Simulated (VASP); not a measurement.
# Te2Mo in VASP: settings compared

Aim: see how the results for Te2Mo move with the level of theory and the settings. Levels: PBE, r2SCAN. Tasks: single point.

All numbers are computed with VASP 6.6.1; they aren't measurements. Logs are shortened: lines on timing, memory, paths and dates and some standing lists are left out, and cuts for length are marked.

**1. The cell of the first run**

The typed cell holds 6 atoms: a = 3.542 Å, b = 3.542 Å, c = 14.176 Å, α = 90.00°, β = 90.00°, γ = 120.00°.

**2. Single point, PBE**

Contents of INCAR:

```
ALGO = Normal
EDIFF = 1E-6
ENCUT = 520
GGA = PE
ISIF = 2
ISMEAR = 0
LASPH = True
LCHARG = False
LREAL = False
LWAVE = False
NBANDS = 35
NELM = 80
PREC = Accurate
SIGMA = 0.01
```

Contents of KPOINTS:

```
k-points
0
Gamma
  12 12 2
```

Contents of POSCAR:

```
Te2Mo
1.0
    3.5421312184      0.0000000000      0.0000000000
   -1.7710656092      3.0675756187      0.0000000000
    0.0000000000      0.0000000000     14.1762746771
Te Mo
4 2
Direct
    0.3333333333      0.6666666667      0.1233989677
    0.6666666667      0.3333333333      0.6234238173
    0.6666666667      0.3333333333      0.8766010323
    0.3333333333      0.6666666667      0.3765761827
    0.3333333333      0.6666666667      0.7500123839
    0.6666666667      0.3333333333      0.2499876161
```

Potentials or basis: VASP PAW PBE potentials, release 64 (Te, Mo_sv).

Launch:

```
$ cat potpaw_PBE.64/Te/POTCAR potpaw_PBE.64/Mo_sv/POTCAR > POTCAR
$ mpirun -np 1 vasp_std > vasp.out
```

OUTCAR:

```text
EDIFF = 1E-6
   ENCUT = 520
   GGA = PE
   ISIF = 2
   ISMEAR = 0
   LASPH = True
   LREAL = False
   NELM = 80
   PREC = Accurate

 ion  position               nearest neighbor table
   1  0.333  0.667  0.123-   6 2.72   6 2.72   6 2.72   4 3.59
   2  0.667  0.333  0.623-   5 2.72   5 2.72   5 2.72   3 3.59
   3  0.667  0.333  0.877-   5 2.72   5 2.72   5 2.72   2 3.59
   4  0.333  0.667  0.377-   6 2.72   6 2.72   6 2.72   1 3.59
   5  0.333  0.667  0.750-   2 2.72   2 2.72   2 2.72   3 2.72   3 2.72   3 2.72
   6  0.667  0.333  0.250-   4 2.72   4 2.72   4 2.72   1 2.72   1 2.72   1 2.72

  LATTYP: Found a hexagonal cell.
 ALAT       =     3.5421312184
 C/A-ratio  =     4.0021878928

  Lattice vectors:

 A1 = (   3.5421312184,   0.0000000000,   0.0000000000)
 A2 = (  -1.7710656092,   3.0675756187,   0.0000000000)
 A3 = (   0.0000000000,   0.0000000000,  14.1762746771)

Analysis of symmetry for initial positions (statically):
=====================================================================
 Subroutine PRICEL returns:
 Original cell was already a primitive cell.

 Routine SETGRP: Setting up the symmetry group for a
 hexagonal supercell.

 Subroutine GETGRP returns: Found 12 space group operations
 (whereof 12 operations were pure point group operations)
 out of a pool of 24 trial point group operations.

The static configuration has the point symmetry D_3d.

Analysis of symmetry for dynamics (positions and initial velocities):
=====================================================================
 Subroutine PRICEL returns:
 Original cell was already a primitive cell.

 Routine SETGRP: Setting up the symmetry group for a
 hexagonal supercell.

 Subroutine GETGRP returns: Found 12 space group operations
 (whereof 12 operations were pure point group operations)
 out of a pool of 24 trial point group operations.

The dynamic configuration has the point symmetry D_3d.

 Subroutine INISYM returns: Found 12 space group operations
 (whereof 12 operations are pure point group operations),
 and found     1 'primitive' translations

----------------------------------------------------------------------------------------

                                     Primitive cell

  volume of cell :     154.0359

  direct lattice vectors                    reciprocal lattice vectors
     3.542131218  0.000000000  0.000000000     0.282315910  0.162995167  0.000000000
    -1.771065609  3.067575619  0.000000000     0.000000000  0.325990334  0.000000000
     0.000000000  0.000000000 14.176274677     0.000000000  0.000000000  0.070540394

  length of vectors
     3.542131218  3.542131218 14.176274677     0.325990334  0.325990334  0.070540394

  position of ions in fractional coordinates (direct lattice)
     0.333333333  0.666666667  0.123398968
     0.666666667  0.333333333  0.623423817
     0.666666667  0.333333333  0.876601032
     0.333333333  0.666666667  0.376576183
     0.333333333  0.666666667  0.750012384
     0.666666667  0.333333333  0.249987616

  ion indices of the primitive-cell ions
   primitive index   ion index
                 1           1
                 2           2
                 3           3
                 4           4
                 5           5
                 6           6

----------------------------------------------------------------------------------------

 KPOINTS: k-points

Automatic generation of k-mesh.
 Grid dimensions read from file:
 generate k-points for:   12   12    2

 Generating k-lattice:

  Cartesian coordinates                     Fractional coordinates (reciprocal lattice)
     0.023526326  0.013582931  0.000000000     0.083333333 -0.000000000  0.000000000
     0.000000000  0.027165861  0.000000000     0.000000000  0.083333333  0.000000000
     0.000000000  0.000000000  0.035270197     0.000000000  0.000000000  0.500000000

  Length of vectors
     0.027165861  0.027165861  0.035270197

  Shift w.r.t. Gamma in fractional coordinates (k-lattice)
     0.000000000  0.000000000  0.000000000

 Subroutine IBZKPT returns following result:
 ===========================================

 Found     38 irreducible k-points:

 Following reciprocal coordinates:
            Coordinates               Weight
  0.000000  0.000000  0.000000      1.000000
  0.083333  0.000000  0.000000      6.000000
  0.166667 -0.000000  0.000000      6.000000
  0.250000  0.000000  0.000000      6.000000
  0.333333  0.000000  0.000000      6.000000
  0.416667  0.000000  0.000000      6.000000
[... 16 lines left out ...]
  0.250000  0.000000  0.500000      6.000000
  0.333333  0.000000  0.500000      6.000000
 [... further k-points ...]
   k-points           NKPTS =     38   k-points in BZ     NKDIM =     38   number of bands    NBANDS=     35
   number of dos      NEDOS =    301   number of ions     NIONS =      6
   total plane-waves  NPLWV =  84672
   dimension x,y,z NGX =    28 NGY =   28 NGZ =  108
   dimension x,y,z NGXF=    56 NGYF=   56 NGZF=  216
   ions per type =               4   2
   NGX,Y,Z   is equivalent  to a cutoff of  13.14, 13.14, 12.67 a.u.
   NGXF,Y,Z  is equivalent  to a cutoff of  26.28, 26.28, 25.33 a.u.
 SYSTEM =  unknown system
   PREC   = accura    normal or accurate (medium, high low for compatibility)
   ISTART =      0    job   : 0-new  1-cont  2-samecut
   ICHARG =      2    charge: 1-file 2-atom 10-const
   ISPIN  =      1    spin polarized calculation?
   LNONCOLLINEAR =      F non collinear calculations
   LSORBIT =      F    spin-orbit coupling
   LASPH  =      T    aspherical Exc in radial PAW
   ENCUT  =  520.0 eV  38.22 Ry    6.18 a.u.   6.59  6.59 26.36*2*pi/ulx,y,z
   NELM   =     80;   NELMIN=  2; NELMDL= -5     # of ELM steps
   EDIFF  = 0.1E-05   stopping-criterion for ELM
   LREAL  =      F    real-space projection
   EDIFFG = 0.1E-04   stopping-criterion for IOM
   NSW    =      0    number of steps for IOM
   IBRION =     -1    ionic relax: 0-MD 1-quasi-New 2-CG
   NFREE  =      0    steps in history (QN), initial steepest desc. (CG)
   ISIF   =      2    stress and relaxation
   ISYM   =      2    0-nonsym 1-usesym 2-fastsym
   POTIM  = 0.5000    time-step for ionic-motion
   TEBEG  =    0.0;   TEEND  =   0.0 temperature during run
   PSTRESS=    0.0 pullay stress
   NELECT =      52.0000    total number of electrons
   NUPDOWN=      -1.0000    fix difference up-down
   EMIN   =  10.00;   EMAX   =-10.00  energy-range for DOS
   EFERMI =   0.00;   METHOD = LEGACY
   ISMEAR =     0;   SIGMA  =   0.01  broadening in eV -4-tet -1-fermi 0-gaus
   EFERMI_NEDOS =   21; number of points for ismear=-14 and -15
   IALGO  =     38    algorithm
   IMIX   =      4    mixing-type and parameters
     AMIX     =   0.40;   BMIX     =  1.00
     AMIX_MAG =   1.60;   BMIX_MAG =  1.00
  volume/ion in A,a.u.               =      25.67       173.25
  Fermi-wavevector in a.u.,A,eV,Ry     =   1.139905  2.154108 17.679180  1.299383
  Thomas-Fermi vector in A             =   2.276608
   LORBIT       =      0    0 simple, 1 ext, 2 COOP (PROOUT), +10 PAW based schemes
   GGA     = PE    functional components
   LHFCALC =     F    Hartree Fock is set to
   AEXX    =    0.0000 exact exchange contribution
   IVDW    =     0    specifies the selected vdW correction
   LEPSILON=     F    determine dielectric tensor
   LRPA    =     F    only Hartree local field effects (RPA)
 non-spin polarized calculation
 Gauss-broadening in eV      SIGMA  =   0.01
  energy-cutoff  :      520.00
  volume of cell :      154.04
 maximum number of plane-waves:      4205
 NGX is ok and might be reduce to    28
   NGX = 13   NGY = 13   NGZ = 53

 number of electron      52.0000003 magnetization

 Free energy of the ion-electron system (eV)
  ---------------------------------------------------
  ext. energy  EPLUGINS =         0.00000000
  ---------------------------------------------------
  free energy    TOTEN  =       -36.02937687 eV

  energy without entropy =      -36.02937687  energy(sigma->0) =      -36.02937687

 E-fermi :   7.9729     XC(G=0): -10.2776

 val. band max:        7.7806325324   @ k =   0.0000   0.0000   0.0000
 cond. band min:       8.5958399191   @ k =   0.2500   0.1667   0.0000
 fundamental gap:      0.8152073867
 Fermi energy:         7.9728949729

 k-point     1 :       0.0000    0.0000    0.0000
  band No.  band energies     occupation
      1     -53.0403      2.00000
      2     -53.0403      2.00000
      3     -27.1944      2.00000
      4     -27.1944      2.00000
      5     -27.0895      2.00000
      6     -27.0895      2.00000
[... 27 lines left out ...]
     34      11.0976      0.00000
     35      13.3308      0.00000

 k-point     2 :       0.0833    0.0000    0.0000
  band No.  band energies     occupation
      1     -53.0397      2.00000
      2     -53.0397      2.00000
      3     -27.1926      2.00000
      4     -27.1926      2.00000
      5     -27.0977      2.00000
      6     -27.0977      2.00000
[... 27 lines left out ...]
     34      10.9068      0.00000
     35      13.7762      0.00000

 k-point     3 :       0.1667   -0.0000    0.0000
  band No.  band energies     occupation
      1     -53.0381      2.00000
      2     -53.0381      2.00000
      3     -27.1876      2.00000
      4     -27.1876      2.00000
      5     -27.1200      2.00000
      6     -27.1200      2.00000
[... 27 lines left out ...]
     34      11.1042      0.00000
     35      14.0696      0.00000
[... 723 lines left out ...]
 k-point    23 :       0.2500    0.0000    0.5000
  band No.  band energies     occupation
      1     -53.0358      2.00000
      2     -53.0358      2.00000
      3     -27.1809      2.00000
      4     -27.1809      2.00000
      5     -27.1503      2.00000
      6     -27.1503      2.00000
[... 27 lines left out ...]
     34      11.1585      0.00000
     35      13.9279      0.00000

 k-point    24 :       0.3333    0.0000    0.5000
  band No.  band energies     occupation
      1     -53.0336      2.00000
      2     -53.0336      2.00000
      3     -27.1804      2.00000
      4     -27.1804      2.00000
      5     -27.1741      2.00000
      6     -27.1741      2.00000
[... 27 lines left out ...]
     34      11.2579      0.00000
     35      13.0029      0.00000

 [... further k-points ...]
[... 5 lines left out ...]
  --------------------------------------------------------------------------------------
  -------------------------------------------------------------------------------------
  Total        1.3963165      1.3963165      2.6703678      0.0000000      0.0000000      0.0000000
  in kB       14.5235377     14.5235377     27.7753555      0.0000000      0.0000000      0.0000000
  external PRESSURE =      18.9408103 kB  Pullay stress =       0.0000000 kB

 VOLUME and BASIS-vectors are now :
 -----------------------------------------------------------------------------
  energy-cutoff  :      520.00
  volume of cell :      154.04
      direct lattice vectors                 reciprocal lattice vectors
     3.542131218  0.000000000  0.000000000     0.282315910  0.162995167  0.000000000
    -1.771065609  3.067575619  0.000000000     0.000000000  0.325990334  0.000000000
     0.000000000  0.000000000 14.176274677     0.000000000  0.000000000  0.070540394

 POSITION                                       TOTAL-FORCE (eV/Angst)
 -----------------------------------------------------------------------------------
     -0.00000      2.04505      1.74934        -0.000000     -0.000000     -0.212813
      1.77107      1.02253      8.83783        -0.000000     -0.000000     -0.212977
      1.77107      1.02253     12.42694        -0.000000      0.000000      0.212813
     -0.00000      2.04505      5.33845        -0.000000      0.000000      0.212977
     -0.00000      2.04505     10.63238         0.000000     -0.000000     -0.000046
      1.77107      1.02253      3.54389        -0.000000      0.000000      0.000046
 -----------------------------------------------------------------------------------
    total drift:                                0.000000      0.000000     -0.000000

  FREE ENERGIE OF THE ION-ELECTRON SYSTEM (eV)
  ---------------------------------------------------
  free  energy   TOTEN  =       -36.0293768685 eV

  energy  without entropy=      -36.0293768685  energy(sigma->0) =      -36.02937687
```

It took 6.7 min on 1 thread of Intel Xeon 8259CL, shared host; peak memory 0.38 GiB.

Results:

```yaml
Free_energy: -36.0294 eV
Pressure: 1.9 GPa
Largest_force: 0.213 eV/Å
Band_gap_on_the_k_mesh: 0.82 eV (least direct gap 1.00 eV)
```

Forces in eV/Å, atoms in the order of the input:
```
Te   0.000  0.000 -0.213
Te   0.000  0.000 -0.213
Te   0.000  0.000  0.213
Te   0.000  0.000  0.213
Mo   0.000  0.000  0.000
Mo   0.000  0.000  0.000
```

Stress tensor (GPa, compression positive):
```
1.45 0.00 0.00
0.00 1.45 0.00
0.00 0.00 2.78
```

Levels at points of the mesh, in eV from the valence-band top:
| k point | band 22 | band 23 | band 24 | band 25 | band 26 | band 27 | band 28 | band 29 | band 30 | band 31 |
| --- | --- | --- | --- | --- | --- | --- | --- | --- | --- | --- |
| (0.00, 0.00, 0.00) | -1.05 | -1.05 | -0.96 | -0.40 | 0.00 | 2.87 | 2.87 | 2.97 | 2.97 | 3.11 |
| (0.50, 0.00, 0.00) | -1.74 | -0.97 | -0.92 | -0.61 | -0.39 | 1.22 | 1.27 | 1.46 | 1.73 | 2.63 |
| (0.00, 0.00, 0.50) | -1.06 | -1.06 | -1.06 | -0.10 | -0.10 | 2.90 | 2.90 | 2.90 | 2.90 | 3.23 |
| (0.50, 0.00, 0.50) | -1.83 | -0.93 | -0.93 | -0.50 | -0.50 | 1.25 | 1.25 | 1.61 | 1.61 | 3.04 |

Caveat: spin-orbit coupling is left out, which moves the levels of the heavy elements. A k mesh can miss the band edges.

(Continued in part 2 of 2.)
